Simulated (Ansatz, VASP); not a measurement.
**BiRh: VASP beside Ansatz**

```
Bi Rh
1.0
     4.01043    0.00000    0.00000
    -2.00521    3.47313    0.00000
     0.00000    0.00000    5.54740
Bi Rh
2 2
Direct
  0.33333 0.66667 0.25000
  0.66667 0.33333 0.75000
  0.00000 0.00000 0.00000
  0.00000 0.00000 0.50000
```

Change from the starting cell: volume scaled by 0.94, crystal datasets.

Alike in both runs: task electric field gradients; functional LDA; k mesh 12 × 12 × 7; occupations fermi-dirac, width 0.03 eV; no spin polarisation.

|  | VASP | Ansatz |
| --- | --- | --- |
| version | VASP 6.6.1 | Ansatz 0.2.0 |
| potentials or method | VASP PAW LDA potentials, release 64 (Bi_d, Rh_pv), cutoff 520 eV | all-electron PAW with datasets made for the crystal, scalar-relativistic |

|  | VASP | Ansatz | Ansatz less VASP |
| --- | --- | --- | --- |
| pressure (GPa) | 7.2 | 6.7 | -0.49 |
| traceless stress, the component that is largest in VASP (GPa) | -0.53 | -0.56 | -0.037 |
| size of Vzz on the site where it differs most (V/Å²) | 50.0 | 35.7 | -14.29 |

LDA's correlation is that of Perdew and Zunger in VASP and of Perdew and Wang (1992) in Ansatz. Ansatz ran all-electron here, and VASP with PAW potentials.

Neither program's run includes spin-orbit coupling.
